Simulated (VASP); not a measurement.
# GaAs (F-43m) in VASP: further runs

The runs below take GaAs through single point, relaxation of cell and atoms, with r2SCAN.

Program: VASP 6.6.1. These are calculated values, not measurements. Logs are shortened: lines on timing, memory, paths and dates and some standing lists are left out, and cuts for length are marked.

## 1. The cell of the first run

Symmetry: F-43m, No. 216, cubic system. The conventional cell has a = 5.666 Å, b = 5.666 Å, c = 5.666 Å, α = 90.00°, β = 90.00°, γ = 90.00°. Within 3.2 Å of Ga (site symmetry -43m) lie 4 As at 2.45 Å. As (site symmetry -43m) has 4 Ga at 2.45 Å within 3.2 Å.

## 2. Single point, r2SCAN

POSCAR

```
GaAs
1.0
    0.0000000000      2.8330607931      2.8330607931
    2.8330607931      0.0000000000      2.8330607931
    2.8330607931      2.8330607931      0.0000000000
Ga As
1 1
Direct
    0.0000000000      0.0000000000      0.0000000000
    0.7500000000      0.7500000000      0.7500000000
```

INCAR.step1

```
SYSTEM = GaAs
PREC = Accurate ; ENCUT = 520
ISMEAR = 0 ; SIGMA = 0.02
LREAL = .False. ; LASPH = .True.
NELM = 100 ; NBANDS = 16
GGA = PE ; ALGO = Normal
EDIFF = 1E-4 ; LWAVE = .True.
LCHARG = .False.
```

INCAR.step2

```
SYSTEM = GaAs
PREC = Accurate ; ENCUT = 520
EDIFF = 1E-6 ; ISMEAR = 0
SIGMA = 0.02 ; LREAL = .False.
LASPH = .True. ; NELM = 100
ALGO = Normal ; ISIF = 2
LWAVE = .False. ; LCHARG = .True.
METAGGA = R2SCAN ; LMIXTAU = .True.
LELF = .True. ; LVHAR = .True.
NBANDS = 16 ; ISTART = 1
```

KPOINTS

```
regular mesh
0
Gamma
  8 8 8
  0 0 0
```

Potentials or basis: VASP PAW PBE potentials, release 64 (Ga_d, As).

On the command line:

```console
$ cat potpaw_PBE.64/Ga_d/POTCAR potpaw_PBE.64/As/POTCAR > POTCAR
$ cp INCAR.step1 INCAR
$ mpirun -np 1 vasp_std > vasp.out
$ cp INCAR.step2 INCAR
$ mpirun -np 1 vasp_std > vasp.out
```

OUTCAR:

```text
SYSTEM = GaAs
   PREC = Accurate
   ENCUT = 520
   EDIFF = 1E-6
   ISMEAR = 0
   LREAL = .False.
   LASPH = .True.
   NELM = 100
   ISIF = 2
   METAGGA = R2SCAN
   ISTART = 1

 ion  position               nearest neighbor table
   1  0.000  0.000  0.000-   2 2.45   2 2.45   2 2.45   2 2.45
   2  0.750  0.750  0.750-   1 2.45   1 2.45   1 2.45   1 2.45

  LATTYP: Found a face centered cubic cell.
 ALAT       =     5.6661215862

  Lattice vectors:

 A1 = (   0.0000000000,   2.8330607931,   2.8330607931)
 A2 = (   2.8330607931,   0.0000000000,   2.8330607931)
 A3 = (   2.8330607931,   2.8330607931,   0.0000000000)

Analysis of symmetry for initial positions (statically):
=====================================================================
 Subroutine PRICEL returns:
 Original cell was already a primitive cell.

 Routine SETGRP: Setting up the symmetry group for a
 face centered cubic supercell.

 Subroutine GETGRP returns: Found 24 space group operations
 (whereof 24 operations were pure point group operations)
 out of a pool of 48 trial point group operations.

The static configuration has the point symmetry T_d .

Analysis of symmetry for dynamics (positions and initial velocities):
=====================================================================
 Subroutine PRICEL returns:
 Original cell was already a primitive cell.

 Routine SETGRP: Setting up the symmetry group for a
 face centered cubic supercell.

 Subroutine GETGRP returns: Found 24 space group operations
 (whereof 24 operations were pure point group operations)
 out of a pool of 48 trial point group operations.

The dynamic configuration has the point symmetry T_d .

 Subroutine INISYM returns: Found 24 space group operations
 (whereof 24 operations are pure point group operations),
 and found     1 'primitive' translations

----------------------------------------------------------------------------------------

                                     Primitive cell

  volume of cell :      45.4776

  direct lattice vectors                    reciprocal lattice vectors
     0.000000000  2.833060793  2.833060793    -0.176487565  0.176487565  0.176487565
     2.833060793  0.000000000  2.833060793     0.176487565 -0.176487565  0.176487565
     2.833060793  2.833060793  0.000000000     0.176487565  0.176487565 -0.176487565

  length of vectors
     4.006552997  4.006552997  4.006552997     0.305685429  0.305685429  0.305685429

  position of ions in fractional coordinates (direct lattice)
     0.000000000  0.000000000  0.000000000
     0.750000000  0.750000000  0.750000000

  ion indices of the primitive-cell ions
   primitive index   ion index
                 1           1
                 2           2

----------------------------------------------------------------------------------------

 KPOINTS: regular mesh

Automatic generation of k-mesh.
 Grid dimensions read from file:
 generate k-points for:    8    8    8

 Generating k-lattice:

  Cartesian coordinates                     Fractional coordinates (reciprocal lattice)
    -0.022060946  0.022060946  0.022060946     0.125000000  0.000000000  0.000000000
     0.022060946 -0.022060946  0.022060946     0.000000000  0.125000000  0.000000000
     0.022060946  0.022060946 -0.022060946     0.000000000  0.000000000  0.125000000

  Length of vectors
     0.038210679  0.038210679  0.038210679

  Shift w.r.t. Gamma in fractional coordinates (k-lattice)
     0.000000000  0.000000000  0.000000000

 Subroutine IBZKPT returns following result:
 ===========================================

 Found     29 irreducible k-points:

 Following reciprocal coordinates:
            Coordinates               Weight
  0.000000  0.000000  0.000000      1.000000
  0.125000  0.000000  0.000000      8.000000
  0.250000  0.000000  0.000000      8.000000
  0.375000  0.000000  0.000000      8.000000
  0.500000  0.000000  0.000000      4.000000
  0.125000  0.125000  0.000000      6.000000
[... 16 lines left out ...]
  0.500000  0.250000  0.125000     48.000000
 -0.375000  0.250000  0.125000     24.000000
 [... further k-points ...]
   k-points           NKPTS =     29   k-points in BZ     NKDIM =     29   number of bands    NBANDS=     16
   number of dos      NEDOS =    301   number of ions     NIONS =      2
   total plane-waves  NPLWV =  27000
   dimension x,y,z NGX =    30 NGY =   30 NGZ =   30
   dimension x,y,z NGXF=    60 NGYF=   60 NGZF=   60
   ions per type =               1   1
   NGX,Y,Z   is equivalent  to a cutoff of  12.45, 12.45, 12.45 a.u.
   NGXF,Y,Z  is equivalent  to a cutoff of  24.90, 24.90, 24.90 a.u.
 SYSTEM =  GaAs
   PREC   = accura    normal or accurate (medium, high low for compatibility)
   ISTART =      1    job   : 0-new  1-cont  2-samecut
   ICHARG =      0    charge: 1-file 2-atom 10-const
   ISPIN  =      1    spin polarized calculation?
   LNONCOLLINEAR =      F non collinear calculations
   LSORBIT =      F    spin-orbit coupling
   LASPH  =      T    aspherical Exc in radial PAW
   ENCUT  =  520.0 eV  38.22 Ry    6.18 a.u.   7.45  7.45  7.45*2*pi/ulx,y,z
   NELM   =    100;   NELMIN=  2; NELMDL=  0     # of ELM steps
   EDIFF  = 0.1E-05   stopping-criterion for ELM
   LREAL  =      F    real-space projection
   EDIFFG = 0.1E-04   stopping-criterion for IOM
   NSW    =      0    number of steps for IOM
   IBRION =     -1    ionic relax: 0-MD 1-quasi-New 2-CG
   NFREE  =      0    steps in history (QN), initial steepest desc. (CG)
   ISIF   =      2    stress and relaxation
   ISYM   =      2    0-nonsym 1-usesym 2-fastsym
   POTIM  = 0.5000    time-step for ionic-motion
   TEBEG  =    0.0;   TEEND  =   0.0 temperature during run
   PSTRESS=    0.0 pullay stress
   NELECT =      18.0000    total number of electrons
   NUPDOWN=      -1.0000    fix difference up-down
   EMIN   =  10.00;   EMAX   =-10.00  energy-range for DOS
   EFERMI =   0.00;   METHOD = LEGACY
   ISMEAR =     0;   SIGMA  =   0.02  broadening in eV -4-tet -1-fermi 0-gaus
   EFERMI_NEDOS =   21; number of points for ismear=-14 and -15
   IALGO  =     38    algorithm
   IMIX   =      4    mixing-type and parameters
     AMIX     =   0.40;   BMIX     =  1.00
     AMIX_MAG =   1.60;   BMIX_MAG =  1.00
  volume/ion in A,a.u.               =      22.74       153.45
  Fermi-wavevector in a.u.,A,eV,Ry     =   1.201987  2.271426 19.657327  1.444773
  Thomas-Fermi vector in A             =   2.337781
   LORBIT       =      0    0 simple, 1 ext, 2 COOP (PROOUT), +10 PAW based schemes
   METAGGA = R2SCAN    functional components
   LHFCALC =     F    Hartree Fock is set to
   AEXX    =    0.0000 exact exchange contribution
   IVDW    =     0    specifies the selected vdW correction
   LEPSILON=     F    determine dielectric tensor
   LRPA    =     F    only Hartree local field effects (RPA)
 non-spin polarized calculation
 Gauss-broadening in eV      SIGMA  =   0.02
  energy-cutoff  :      520.00
  volume of cell :       45.48
 maximum number of plane-waves:      1243
 NGX is ok and might be reduce to    30
   NGX = 15   NGY = 15   NGZ = 15

 number of electron      17.9999990 magnetization

 Free energy of the ion-electron system (eV)
  ---------------------------------------------------
  ext. energy  EPLUGINS =         0.00000000
  ---------------------------------------------------
  free energy    TOTEN  =       -27.05324931 eV

  energy without entropy =      -27.05324931  energy(sigma->0) =      -27.05324931

 E-fermi :   3.7170     XC(G=0): -10.2236

 val. band max:        3.6173362176   @ k =   0.0000   0.0000   0.0000
 cond. band min:       4.5610050742   @ k =   0.0000   0.0000   0.0000
 fundamental gap:      0.9436688566
 Fermi energy:         3.7169665333

 k-point     1 :       0.0000    0.0000    0.0000
  band No.  band energies     occupation
      1     -11.6071      2.00000
      2     -11.6071      2.00000
      3     -11.6071      2.00000
      4     -11.5194      2.00000
      5     -11.5194      2.00000
      6      -9.5443      2.00000
[... 8 lines left out ...]
     15      14.2328      0.00000
     16      14.2328      0.00000

 k-point     2 :       0.1250    0.0000    0.0000
  band No.  band energies     occupation
      1     -11.6220      2.00000
      2     -11.6034      2.00000
      3     -11.6034      2.00000
      4     -11.5195      2.00000
      5     -11.5195      2.00000
      6      -9.3536      2.00000
[... 8 lines left out ...]
     15      13.3992      0.00000
     16      13.3992      0.00000

 k-point     3 :       0.2500    0.0000    0.0000
  band No.  band energies     occupation
      1     -11.6541      2.00000
      2     -11.5952      2.00000
      3     -11.5952      2.00000
      4     -11.5190      2.00000
      5     -11.5190      2.00000
      6      -8.8229      2.00000
[... 8 lines left out ...]
     15      13.1621      0.00000
     16      13.2048      0.00000

 k-point     4 :       0.3750    0.0000    0.0000
  band No.  band energies     occupation
      1     -11.6823      2.00000
      2     -11.5885      2.00000
      3     -11.5885      2.00000
      4     -11.5170      2.00000
      5     -11.5170      2.00000
      6      -8.1151      2.00000
[... 8 lines left out ...]
     15      14.3803      0.00000
     16      14.3803      0.00000

 k-point     5 :       0.5000    0.0000    0.0000
  band No.  band energies     occupation
      1     -11.6931      2.00000
      2     -11.5863      2.00000
      3     -11.5862      2.00000
      4     -11.5156      2.00000
      5     -11.5156      2.00000
      6      -7.7136      2.00000
[... 8 lines left out ...]
     15      16.1482      0.00000
     16      16.1482      0.00000

 k-point     6 :       0.1250    0.1250    0.0000
  band No.  band energies     occupation
      1     -11.6302      2.00000
      2     -11.5999      2.00000
      3     -11.5998      2.00000
      4     -11.5224      2.00000
      5     -11.5174      2.00000
      6      -9.2902      2.00000
[... 8 lines left out ...]
     15      13.1421      0.00000
     16      14.4965      0.00000

 k-point     7 :       0.2500    0.1250    0.0000
  band No.  band energies     occupation
      1     -11.6557      2.00000
      2     -11.5930      2.00000
      3     -11.5913      2.00000
      4     -11.5247      2.00000
      5     -11.5156      2.00000
      6      -8.8713      2.00000
[... 8 lines left out ...]
     15      14.3520      0.00000
     16      14.3640      0.00000

 k-point     8 :       0.3750    0.1250    0.0000
  band No.  band energies     occupation
      1     -11.6816      2.00000
      2     -11.5870      2.00000
      3     -11.5840      2.00000
      4     -11.5239      2.00000
      5     -11.5142      2.00000
      6      -8.2049      2.00000
[... 8 lines left out ...]
     15      14.4228      0.00000
     16      15.2095      0.00000

 k-point     9 :       0.5000    0.1250    0.0000
  band No.  band energies     occupation
      1     -11.6956      2.00000
      2     -11.5839      2.00000
      3     -11.5813      2.00000
      4     -11.5201      2.00000
      5     -11.5147      2.00000
      6      -7.6365      2.00000
[... 8 lines left out ...]
     15      15.6716      0.00000
     16      16.1367      0.00000
[... 172 lines left out ...]
 k-point    19 :       0.5000    0.3750    0.0000
  band No.  band energies     occupation
      1     -11.7197      2.00000
      2     -11.5620      2.00000
      3     -11.5594      2.00000
      4     -11.5407      2.00000
      5     -11.5080      2.00000
      6      -7.1096      2.00000
[... 8 lines left out ...]
     15      16.7133      0.00000
     16      17.2089      0.00000

 k-point    20 :      -0.3750    0.3750    0.0000
  band No.  band energies     occupation
      1     -11.7148      2.00000
      2     -11.5689      2.00000
      3     -11.5626      2.00000
      4     -11.5337      2.00000
      5     -11.5122      2.00000
      6      -6.9853      2.00000
[... 8 lines left out ...]
     15      14.7221      0.00000
     16      18.6588      0.00000

 k-point    21 :       0.5000    0.5000    0.0000
  band No.  band energies     occupation
      1     -11.7262      2.00000
      2     -11.5555      2.00000
      3     -11.5555      2.00000
      4     -11.5455      2.00000
      5     -11.5058      2.00000
      6      -6.9462      2.00000
[... 8 lines left out ...]
     15      17.6160      0.00000
     16      17.6178      0.00000

 k-point    22 :       0.3750    0.2500    0.1250
  band No.  band energies     occupation
      1     -11.6781      2.00000
      2     -11.5854      2.00000
      3     -11.5825      2.00000
      4     -11.5275      2.00000
      5     -11.5140      2.00000
      6      -8.3765      2.00000
[... 8 lines left out ...]
     15      15.1728      0.00000
     16      15.7073      0.00000

 k-point    23 :       0.5000    0.2500    0.1250
  band No.  band energies     occupation
      1     -11.6958      2.00000
      2     -11.5811      2.00000
      3     -11.5754      2.00000
      4     -11.5263      2.00000
      5     -11.5143      2.00000
      6      -7.7225      2.00000
[... 8 lines left out ...]
     15      15.0841      0.00000
     16      16.5845      0.00000

 k-point    24 :      -0.3750    0.2500    0.1250
  band No.  band energies     occupation
      1     -11.7025      2.00000
      2     -11.5800      2.00000
      3     -11.5728      2.00000
      4     -11.5238      2.00000
      5     -11.5157      2.00000
      6      -7.3587      2.00000
[... 8 lines left out ...]
     15      15.8962      0.00000
     16      16.4656      0.00000

 [... further k-points ...]
[... 5 lines left out ...]
  --------------------------------------------------------------------------------------
  -------------------------------------------------------------------------------------
  Total        0.0380897      0.0380897      0.0380897      0.0000000      0.0000000     -0.0000000
  in kB        1.3419013      1.3419013      1.3419013      0.0000000      0.0000000     -0.0000000
  external PRESSURE =       1.3419013 kB  Pullay stress =       0.0000000 kB

 VOLUME and BASIS-vectors are now :
 -----------------------------------------------------------------------------
  energy-cutoff  :      520.00
  volume of cell :       45.48
      direct lattice vectors                 reciprocal lattice vectors
     0.000000000  2.833060793  2.833060793    -0.176487565  0.176487565  0.176487565
     2.833060793  0.000000000  2.833060793     0.176487565 -0.176487565  0.176487565
     2.833060793  2.833060793  0.000000000     0.176487565  0.176487565 -0.176487565

 POSITION                                       TOTAL-FORCE (eV/Angst)
 -----------------------------------------------------------------------------------
      0.00000      0.00000      0.00000         0.000000      0.000000      0.000000
      4.24959      4.24959      4.24959        -0.000000     -0.000000     -0.000000
 -----------------------------------------------------------------------------------
    total drift:                               -0.000001     -0.000001     -0.000001

  FREE ENERGIE OF THE ION-ELECTRON SYSTEM (eV)
  ---------------------------------------------------
  free  energy   TOTEN  =       -27.0532493134 eV

  energy  without entropy=      -27.0532493134  energy(sigma->0) =      -27.05324931
```

Run time: 94 s. Hardware: 1 thread of Intel Xeon Platinum 8259CL at 2.50GHz (Skylake/Cascade Lake), shared host; peak memory 0.18 GiB.

Results:

- Free energy: -27.0532 eV
- Pressure: 0.1 GPa
- Band gap on the k mesh: 0.94 eV, direct

Caveat: the PAW data sets were made with another functional, which shifts forces and pressure a little. A k mesh can miss the band edges.

## 3. Relaxation of cell and atoms, r2SCAN

This run uses another cell than the first one, of 23.77 Å³/atom, 1.045 times its volume.

POSCAR

```
GaAs
1.0
    0.0000000000      2.8750910500      2.8750910500
    2.8750910500      0.0000000000      2.8750910500
    2.8750910500      2.8750910500      0.0000000000
Ga As
1 1
Direct
    0.0000000000      0.0000000000      0.0000000000
    0.7500000000      0.7500000000      0.7500000000
```

INCAR.step1

```
PREC = Accurate
ENCUT = 600
ISMEAR = 0
SIGMA = 0.02
LREAL = F
LASPH = T
NELM = 60
GGA = PE
ALGO = Normal
EDIFF = 1E-4
LWAVE = T
LCHARG = F
```

INCAR.step2

```
PREC = Accurate
ENCUT = 600
EDIFF = 1E-7
ISMEAR = 0
SIGMA = 0.02
LREAL = F
LASPH = T
NELM = 60
ALGO = Normal
ISIF = 3
LWAVE = F
LCHARG = F
METAGGA = R2SCAN
LMIXTAU = T
IBRION = 2
NSW = 100
EDIFFG = -0.005
ISTART = 1
```

KPOINTS

```
Automatic mesh
0
Gamma
  8 8 8
```

Potentials or basis: VASP PAW PBE potentials, release 64 (Ga_d, As).

On the command line:

```console
$ cat potpaw_PBE.64/Ga_d/POTCAR potpaw_PBE.64/As/POTCAR > POTCAR
$ cp INCAR.step1 INCAR
$ mpirun -np 1 vasp_std > vasp.out
$ cp INCAR.step2 INCAR
$ mpirun -np 1 vasp_std > vasp.out
```

Run time: 4.5 min. Hardware: 1 thread of Intel Xeon Platinum 8259CL at 2.50GHz (Skylake/Cascade Lake), shared host; peak memory 0.21 GiB.

It converged, with:

| Property | Result |
| --- | --- |
| Free energy | -27.0548 eV |
| Relaxed volume | 22.77 Å³/atom |
| Relaxed cell | a = 4.009 Å, b = 4.009 Å, c = 4.009 Å, α = 60.00°, β = 60.00°, γ = 60.00° |
| Space group after relaxing (to 0.05 Å) | F-43m (No. 216) |
| Energy gained by relaxing | 9.4 meV/atom |
| Ionic steps | 5 |
| Pressure after relaxing | 0.0 GPa |
| Band gap on the k mesh | 0.93 eV, direct |

The path:
```tsv
step	energy change (eV)	largest force (eV/Å)	pressure (GPa)	volume (Å³)
1	0.0000	0.0000	-2.85	47.53
2	-0.0153	0.0000	1.38	44.69
3	-0.0188	0.0000	0.04	45.51
4	-0.0188	0.0000	-0.04	45.55
5	-0.0188	0.0000	-0.02	45.54
```

Final structure:
```yaml
crystal:
  lattice:
    - [0.00000, 2.83445, 2.83445]
    - [2.83445, 0.00000, 2.83445]
    - [2.83445, 2.83445, 0.00000]
  atoms:
    - { symbol: Ga, position: [0.00000, 0.00000, 0.00000] }
    - { symbol: As, position: [0.75000, 0.75000, 0.75000] }
```

Levels at points of the mesh, in eV from the valence-band top:
```
           k point  band 5  band 6  band 7  band 8  band 9  band 10  band 11  band 12  band 13
(0.00, 0.00, 0.00)  -15.14  -13.15    0.00    0.00    0.00     0.93     4.04     4.04     4.04
(0.50, 0.00, 0.00)  -15.13  -11.33   -6.77   -1.17   -1.17     1.34     4.98     4.98     8.28
(0.50, 0.50, 0.00)  -15.12  -10.56   -6.96   -2.75   -2.75     1.77     1.95    10.80    10.80
```

Caveat: the PAW data sets were made with another functional, which shifts forces and pressure a little.
